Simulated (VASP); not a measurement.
# Ga3O (Pm-3m) in VASP: a series of runs

Runs on Ga3O. Level: PBE. Tasks: single point, relaxation of cell and atoms.

Program: VASP 6.6.1. These are calculated values, not measurements. Logs are shortened: lines on timing, memory, paths and dates and some standing lists are left out, and cuts for length are marked.

## 1. The cell of the first run

It takes space group Pm-3m (No. 221, cubic). The conventional cell has a = 4.018 Å, b = 4.018 Å, c = 4.018 Å, α = 90.00°, β = 90.00°, γ = 90.00°. Within 3.7 Å of Ga (site symmetry 4/mmm) lie 8 Ga at 2.84 Å and 4 O at 2.84 Å. O (site symmetry m-3m) has 12 Ga at 2.84 Å within 3.7 Å.

## 2. Single point, PBE

Input file INCAR:

```
PREC = Accurate
ENCUT = 520
EDIFF = 1E-7
ISMEAR = 0
SIGMA = 0.1
LREAL = False
LASPH = True
NELM = 100
ALGO = Normal
ISIF = 2
LWAVE = False
LCHARG = False
GGA = PE
NBANDS = 30
```

Input file KPOINTS:

```
Automatic mesh
0
Gamma
  4 4 4
```

Input file POSCAR:

```
Ga3O
1.0
    4.0180114451      0.0000000000      0.0000000000
    0.0000000000      4.0180114451      0.0000000000
    0.0000000000      0.0000000000      4.0180114451
Ga O
3 1
Direct
    0.0000000000      0.5000000000      0.5000000000
    0.5000000000      0.0000000000      0.5000000000
    0.5000000000      0.5000000000      0.0000000000
    0.0000000000      0.0000000000      0.0000000000
```

Potentials or basis: VASP PAW PBE potentials, release 64 (Ga_d, O).

Command:

```sh
$ cat potpaw_PBE.64/Ga_d/POTCAR potpaw_PBE.64/O/POTCAR > POTCAR
$ mpirun -np 1 vasp_std > vasp.out
```

OUTCAR:

```text
PREC = Accurate
   ENCUT = 520
   EDIFF = 1E-7
   ISMEAR = 0
   LREAL = False
   LASPH = True
   NELM = 100
   ISIF = 2
   GGA = PE

 ion  position               nearest neighbor table
   1  0.000  0.500  0.500-   2 2.84   3 2.84   3 2.84   2 2.84   2 2.84   3 2.84   3 2.84   2 2.84

   2  0.500  0.000  0.500-   1 2.84   3 2.84   3 2.84   1 2.84   3 2.84   3 2.84   1 2.84   1 2.84

   3  0.500  0.500  0.000-   1 2.84   2 2.84   1 2.84   2 2.84   2 2.84   2 2.84   1 2.84   1 2.84

   4  0.000  0.000  0.000-

  LATTYP: Found a simple cubic cell.
 ALAT       =     4.0180114451

  Lattice vectors:

 A1 = (   4.0180114451,   0.0000000000,   0.0000000000)
 A2 = (   0.0000000000,   4.0180114451,   0.0000000000)
 A3 = (   0.0000000000,   0.0000000000,   4.0180114451)

Analysis of symmetry for initial positions (statically):
=====================================================================
 Subroutine PRICEL returns:
 Original cell was already a primitive cell.

 Routine SETGRP: Setting up the symmetry group for a
 simple cubic supercell.

 Subroutine GETGRP returns: Found 48 space group operations
 (whereof 48 operations were pure point group operations)
 out of a pool of 48 trial point group operations.

The static configuration has the point symmetry O_h .

Analysis of symmetry for dynamics (positions and initial velocities):
=====================================================================
 Subroutine PRICEL returns:
 Original cell was already a primitive cell.

 Routine SETGRP: Setting up the symmetry group for a
 simple cubic supercell.

 Subroutine GETGRP returns: Found 48 space group operations
 (whereof 48 operations were pure point group operations)
 out of a pool of 48 trial point group operations.

The dynamic configuration has the point symmetry O_h .

 Subroutine INISYM returns: Found 48 space group operations
 (whereof 48 operations are pure point group operations),
 and found     1 'primitive' translations

----------------------------------------------------------------------------------------

                                     Primitive cell

  volume of cell :      64.8684

  direct lattice vectors                    reciprocal lattice vectors
     4.018011445  0.000000000  0.000000000     0.248879331  0.000000000  0.000000000
     0.000000000  4.018011445  0.000000000     0.000000000  0.248879331  0.000000000
     0.000000000  0.000000000  4.018011445     0.000000000  0.000000000  0.248879331

  length of vectors
     4.018011445  4.018011445  4.018011445     0.248879331  0.248879331  0.248879331

  position of ions in fractional coordinates (direct lattice)
     0.000000000  0.500000000  0.500000000
     0.500000000  0.000000000  0.500000000
     0.500000000  0.500000000  0.000000000
     0.000000000  0.000000000  0.000000000

  ion indices of the primitive-cell ions
   primitive index   ion index
                 1           1
                 2           2
                 3           3
                 4           4

----------------------------------------------------------------------------------------

 KPOINTS: Automatic mesh

Automatic generation of k-mesh.
 Grid dimensions read from file:
 generate k-points for:    4    4    4

 Generating k-lattice:

  Cartesian coordinates                     Fractional coordinates (reciprocal lattice)
     0.062219833  0.000000000  0.000000000     0.250000000  0.000000000  0.000000000
     0.000000000  0.062219833  0.000000000     0.000000000  0.250000000  0.000000000
     0.000000000  0.000000000  0.062219833     0.000000000  0.000000000  0.250000000

  Length of vectors
     0.062219833  0.062219833  0.062219833

  Shift w.r.t. Gamma in fractional coordinates (k-lattice)
     0.000000000  0.000000000  0.000000000

 Subroutine IBZKPT returns following result:
 ===========================================

 Found     10 irreducible k-points:

 Following reciprocal coordinates:
            Coordinates               Weight
  0.000000  0.000000  0.000000      1.000000
  0.250000  0.000000  0.000000      6.000000
  0.500000  0.000000  0.000000      3.000000
  0.250000  0.250000  0.000000     12.000000
  0.500000  0.250000  0.000000     12.000000
  0.500000  0.500000  0.000000      3.000000
  0.250000  0.250000  0.250000      8.000000
  0.500000  0.250000  0.250000     12.000000
  0.500000  0.500000  0.250000      6.000000
  0.500000  0.500000  0.500000      1.000000
   k-points           NKPTS =     10   k-points in BZ     NKDIM =     10   number of bands    NBANDS=     30
   number of dos      NEDOS =    301   number of ions     NIONS =      4
   total plane-waves  NPLWV =  27000
   dimension x,y,z NGX =    30 NGY =   30 NGZ =   30
   dimension x,y,z NGXF=    60 NGYF=   60 NGZF=   60
   ions per type =               3   1
   NGX,Y,Z   is equivalent  to a cutoff of  12.41, 12.41, 12.41 a.u.
   NGXF,Y,Z  is equivalent  to a cutoff of  24.83, 24.83, 24.83 a.u.
 SYSTEM =  unknown system
   PREC   = accura    normal or accurate (medium, high low for compatibility)
   ISTART =      0    job   : 0-new  1-cont  2-samecut
   ICHARG =      2    charge: 1-file 2-atom 10-const
   ISPIN  =      1    spin polarized calculation?
   LNONCOLLINEAR =      F non collinear calculations
   LSORBIT =      F    spin-orbit coupling
   LASPH  =      T    aspherical Exc in radial PAW
   ENCUT  =  520.0 eV  38.22 Ry    6.18 a.u.   7.47  7.47  7.47*2*pi/ulx,y,z
   NELM   =    100;   NELMIN=  2; NELMDL= -5     # of ELM steps
   EDIFF  = 0.1E-06   stopping-criterion for ELM
   LREAL  =      F    real-space projection
   EDIFFG = 0.1E-05   stopping-criterion for IOM
   NSW    =      0    number of steps for IOM
   IBRION =     -1    ionic relax: 0-MD 1-quasi-New 2-CG
   NFREE  =      0    steps in history (QN), initial steepest desc. (CG)
   ISIF   =      2    stress and relaxation
   ISYM   =      2    0-nonsym 1-usesym 2-fastsym
   POTIM  = 0.5000    time-step for ionic-motion
   TEBEG  =    0.0;   TEEND  =   0.0 temperature during run
   PSTRESS=    0.0 pullay stress
   NELECT =      45.0000    total number of electrons
   NUPDOWN=      -1.0000    fix difference up-down
   EMIN   =  10.00;   EMAX   =-10.00  energy-range for DOS
   EFERMI =   0.00;   METHOD = LEGACY
   ISMEAR =     0;   SIGMA  =   0.10  broadening in eV -4-tet -1-fermi 0-gaus
   EFERMI_NEDOS =   21; number of points for ismear=-14 and -15
   IALGO  =     38    algorithm
   IMIX   =      4    mixing-type and parameters
     AMIX     =   0.40;   BMIX     =  1.00
     AMIX_MAG =   1.60;   BMIX_MAG =  1.00
  volume/ion in A,a.u.               =      16.22       109.44
  Fermi-wavevector in a.u.,A,eV,Ry     =   1.449221  2.738630 28.575505  2.100240
  Thomas-Fermi vector in A             =   2.566972
   LORBIT       =      0    0 simple, 1 ext, 2 COOP (PROOUT), +10 PAW based schemes
   GGA     = PE    functional components
   LHFCALC =     F    Hartree Fock is set to
   AEXX    =    0.0000 exact exchange contribution
   IVDW    =     0    specifies the selected vdW correction
   LEPSILON=     F    determine dielectric tensor
   LRPA    =     F    only Hartree local field effects (RPA)
 non-spin polarized calculation
 Gauss-broadening in eV      SIGMA  =   0.10
  energy-cutoff  :      520.00
  volume of cell :       64.87
 maximum number of plane-waves:      1763
 NGX is ok and might be reduce to    30
   NGX = 15   NGY = 15   NGZ = 15

 number of electron      45.0000004 magnetization

 Free energy of the ion-electron system (eV)
  ---------------------------------------------------
  ext. energy  EPLUGINS =         0.00000000
  ---------------------------------------------------
  free energy    TOTEN  =       -13.75671232 eV

  energy without entropy =      -13.75181145  energy(sigma->0) =      -13.75426189

 E-fermi :   5.2359     XC(G=0): -11.0160

 val. band max:        5.0122774622   @ k =   0.5000   0.2500   0.2500
 cond. band min:       5.2660370757   @ k =   0.5000   0.0000   0.0000
 fundamental gap:      0.2537596136
 Fermi energy:         5.2358841963

 k-point     1 :       0.0000    0.0000    0.0000
  band No.  band energies     occupation
      1     -11.8531      2.00000
      2     -10.1680      2.00000
      3     -10.1680      2.00000
      4     -10.1680      2.00000
      5     -10.1565      2.00000
      6     -10.0500      2.00000
[... 22 lines left out ...]
     29      11.4906      0.00000
     30      15.3841      0.00000

 k-point     2 :       0.2500    0.0000    0.0000
  band No.  band energies     occupation
      1     -11.7795      2.00000
      2     -10.1564      2.00000
      3     -10.1075      2.00000
      4     -10.1075      2.00000
      5     -10.1070      2.00000
      6     -10.0398      2.00000
[... 22 lines left out ...]
     29      12.6926      0.00000
     30      13.9215      0.00000

 k-point     3 :       0.5000    0.0000    0.0000
  band No.  band energies     occupation
      1     -11.7024      2.00000
      2     -10.1438      2.00000
      3     -10.0597      2.00000
      4     -10.0158      2.00000
      5      -9.9778      2.00000
      6      -9.9778      2.00000
[... 22 lines left out ...]
     29      11.4941      0.00000
     30      13.8220      0.00000

 k-point     4 :       0.2500    0.2500    0.0000
  band No.  band energies     occupation
      1     -11.7274      2.00000
      2     -10.1179      2.00000
      3     -10.1022      2.00000
      4     -10.0759      2.00000
      5     -10.0479      2.00000
      6     -10.0157      2.00000
[... 154 lines left out ...]
     29      13.2051      0.00000
     30      14.4472      0.00000

 k-point     9 :       0.5000    0.5000    0.2500
  band No.  band energies     occupation
      1     -11.6627      2.00000
      2     -10.0641      2.00000
      3     -10.0641      2.00000
      4     -10.0600      2.00000
      5     -10.0082      2.00000
      6     -10.0082      2.00000
[... 22 lines left out ...]
     29      14.0547      0.00000
     30      15.1684      0.00000

 k-point    10 :       0.5000    0.5000    0.5000
  band No.  band energies     occupation
      1     -11.6780      2.00000
      2     -10.0929      2.00000
      3     -10.0929      2.00000
      4     -10.0929      2.00000
      5     -10.0263      2.00000
      6     -10.0263      2.00000
[... 22 lines left out ...]
     29      16.4251      0.00000
     30      17.3255      0.00000

------------------------ aborting loop because EDIFF is reached ----------------------------------------

  FORCE on cell =-STRESS in cart. coord.  units (eV):
  Direction    XX          YY          ZZ          XY          YZ          ZX
  --------------------------------------------------------------------------------------
  -------------------------------------------------------------------------------------
  Total        0.1786993      0.1786993      0.1786993      0.0000000      0.0000000      0.0000000
  in kB        4.4136703      4.4136703      4.4136703      0.0000000      0.0000000      0.0000000
  external PRESSURE =       4.4136703 kB  Pullay stress =       0.0000000 kB

 VOLUME and BASIS-vectors are now :
 -----------------------------------------------------------------------------
  energy-cutoff  :      520.00
  volume of cell :       64.87
      direct lattice vectors                 reciprocal lattice vectors
     4.018011445  0.000000000  0.000000000     0.248879331  0.000000000  0.000000000
     0.000000000  4.018011445  0.000000000     0.000000000  0.248879331  0.000000000
     0.000000000  0.000000000  4.018011445     0.000000000  0.000000000  0.248879331

 POSITION                                       TOTAL-FORCE (eV/Angst)
 -----------------------------------------------------------------------------------
      0.00000      2.00901      2.00901         0.000000      0.000000      0.000000
      2.00901      0.00000      2.00901         0.000000      0.000000      0.000000
      2.00901      2.00901      0.00000         0.000000      0.000000      0.000000
      0.00000      0.00000      0.00000         0.000000      0.000000      0.000000
 -----------------------------------------------------------------------------------
    total drift:                                0.000000      0.000000     -0.000000

  FREE ENERGIE OF THE ION-ELECTRON SYSTEM (eV)
  ---------------------------------------------------
  free  energy   TOTEN  =       -13.7567123240 eV

  energy  without entropy=      -13.7518114498  energy(sigma->0) =      -13.75426189
```

Run time: 29 s. Hardware: 1 thread of Intel Xeon 8259CL, shared host; peak memory 0.17 GiB.

Results:

* Free energy: -13.7567 eV
* Pressure: 0.4 GPa
* Band gap on the k mesh: zero (an odd number of electrons rules out a gap without spin polarisation)

Caveat: the k points lie up to 0.39 Å⁻¹ apart, too coarse for converged energies and pressures of a metal.

## 3. Single point, PBE

This run uses another cell than the first one, of 14.73 Å³/atom.

Changes to INCAR since step 2:

```diff
@@ -2,3 +2,3 @@
 ENCUT = 520
-EDIFF = 1E-7
+EDIFF = 1E-6
 ISMEAR = 0
@@ -7,3 +7,3 @@
 LASPH = True
-NELM = 100
+NELM = 80
 ALGO = Normal
```

Input file KPOINTS:

```
regular mesh
0
Gamma
  6 6 6
```

Input file POSCAR:

```
Ga3O
1.0
    3.8909081014      0.0000000000      0.0000000000
    0.0000000000      3.8909081014      0.0000000000
    0.0000000000      0.0000000000      3.8909081014
Ga O
3 1
Direct
    0.0000000000      0.5000000000      0.5000000000
    0.5000000000      0.0000000000      0.5000000000
    0.5000000000      0.5000000000      0.0000000000
    0.0000000000      0.0000000000      0.0000000000
```

Potentials or basis: VASP PAW PBE potentials, release 64 (Ga_d, O).

Command:

```sh
$ cat potpaw_PBE.64/Ga_d/POTCAR potpaw_PBE.64/O/POTCAR > POTCAR
$ mpirun -np 1 vasp_std > vasp.out
```

It took 42 s on 1 thread of Intel Xeon 8259CL, shared host; peak memory 0.18 GiB.

It converged, with:

| Quantity | Value |
| --- | --- |
| Free energy | -13.6792 eV |
| Pressure | 6.8 GPa |
| Band gap on the k mesh | zero (an odd number of electrons rules out a gap without spin polarisation) |

Levels at points of the mesh, in eV from the Fermi level:
```
           k point  band 19  band 20  band 21  band 22  band 23  band 24  band 25  band 26
(0.00, 0.00, 0.00)    -4.07    -4.07    -1.22    -1.22     0.54     0.54     0.54     5.98
(0.50, 0.00, 0.00)    -3.11    -3.11    -1.97    -0.03    -0.03     0.01     2.55     4.39
(0.50, 0.50, 0.00)    -7.27    -2.69    -1.77    -1.03    -1.03     2.46     2.99     3.15
(0.50, 0.50, 0.50)    -5.17    -5.17    -4.75    -4.75    -4.75     1.86     1.86     1.86
```

Caveat: the cell stands under pressure.

## 4. Relaxation of cell and atoms, PBE

This run uses another cell than the first one, of 14.73 Å³/atom.

Input file INCAR:

```
SYSTEM = Ga3O
PREC = Accurate
ENCUT = 600
EDIFF = 1E-6
ISMEAR = 0
SIGMA = 0.1
LREAL = .False.
LASPH = .True.
NELM = 80
ALGO = Normal
ISIF = 3
LWAVE = .False.
LCHARG = .False.
GGA = PE
IBRION = 2
NSW = 90
EDIFFG = -0.04
```

Input file KPOINTS:

```
Automatic mesh
0
Gamma
  4 4 4
  0 0 0
```

POSCAR is that of step 3.

Command:

```sh
$ cat potpaw_PBE.64/Ga_d/POTCAR potpaw_PBE.64/O/POTCAR > POTCAR
$ mpirun -np 1 vasp_std > vasp.out
```

Wall time 57 s (1 thread of Intel Xeon 8259CL, shared host); peak memory 0.19 GiB.

Results (log left out):

| Item | Value |
| --- | --- |
| Free energy | -13.7538 eV |
| Relaxed volume | 16.31 Å³/atom |
| Relaxed cell | a = 4.026 Å, b = 4.026 Å, c = 4.026 Å, α = 90.00°, β = 90.00°, γ = 90.00° |
| Space group after relaxing (to 0.1 Å) | Pm-3m (No. 221) |
| Energy gained by relaxing | 36.3 meV/atom |
| Ionic steps | 3 |
| Pressure after relaxing | 0.0 GPa |
| Band gap on the k mesh | zero (an odd number of electrons rules out a gap without spin polarisation) |

The path:
```tsv
step	energy change (eV)	largest force (eV/Å)	pressure (GPa)	volume (Å³)
1	0.0000	0.0000	7.35	58.91
2	-0.1446	0.0000	0.43	64.86
3	-0.1452	0.0000	0.04	65.24
```

Final structure:
```xyz
4
Lattice="4.0257 0.0000 0.0000 0.0000 4.0257 0.0000 0.0000 0.0000 4.0257" Properties=species:S:1:pos:R:3 pbc="T T T"
Ga    0.0000    2.0128    2.0128
Ga    2.0128    0.0000    2.0128
Ga    2.0128    2.0128    0.0000
O     0.0000    0.0000    0.0000
```

Levels at points of the mesh, in eV from the Fermi level:
```
           k point  band 18  band 19  band 20  band 21  band 22  band 23  band 24  band 25  band 26  band 27
(0.00, 0.00, 0.00)    -3.55    -3.55    -3.55    -1.57    -1.57     0.53     0.53     0.53     5.71     6.22
(0.50, 0.00, 0.00)    -6.51    -2.67    -2.67    -1.70    -0.61     0.03     0.03     2.54     4.06     4.06
(0.50, 0.50, 0.00)    -6.81    -6.81    -2.29    -1.60    -1.02    -1.02     2.27     2.50     3.00     3.00
(0.50, 0.50, 0.50)    -4.78    -4.78    -4.72    -4.54    -4.54    -4.54     1.73     1.73     1.73     8.50
```

Caveat: the k points lie up to 0.39 Å⁻¹ apart in the final cell, too coarse for converged energies and pressures of a metal.

[end of part 1 of 2]

The gap in the log of VASP goes by the Fermi energy; the results here count the filled bands.